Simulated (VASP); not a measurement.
A run of VASP 6.6.1 is set up as follows.

File INCAR:

```
  PREC = Accurate
  ENCUT = 600
  EDIFF = 1E-6
  ISMEAR = 0
  SIGMA = 0.1
  LREAL = F
  LASPH = T
  NELM = 60
  ALGO = Normal
  ISIF = 3
  LWAVE = F
  LCHARG = F
  GGA = PS
  IBRION = 2
  NSW = 80
  EDIFFG = -0.01
```

The input KPOINTS:

```
regular mesh
0
Gamma
  8 8 8
```

POSCAR

```
AlCu
1.0
    2.9975090000      0.0000000000      0.0000000000
    0.0000000000      2.9975090000      0.0000000000
    0.0000000000      0.0000000000      2.9975090000
Al Cu
1 1
Direct
    0.0000000000      0.0000000000      0.0000000000
    0.5000000000      0.5000000000      0.5000000000
```

Potentials or basis: VASP PAW PBE potentials, release 64 (Al, Cu).

Launch:

```bash
$ cat potpaw_PBE.64/Al/POTCAR potpaw_PBE.64/Cu/POTCAR > POTCAR
$ mpirun -np 1 vasp_std > vasp.out
```

(1) Predict the band gap on the k mesh.

(2) Predict the space group after relaxing (to 0.05 Å).

(3) Estimate the relaxed cell.

Answers

(1) zero (band 7 reaches 13.36 eV, above the bottom of band 8 at 8.57 eV).

(2) Pm-3m (No. 221).

(3) a = 2.960 Å, b = 2.960 Å, c = 2.960 Å, α = 90.00°, β = 90.00°, γ = 90.00°.
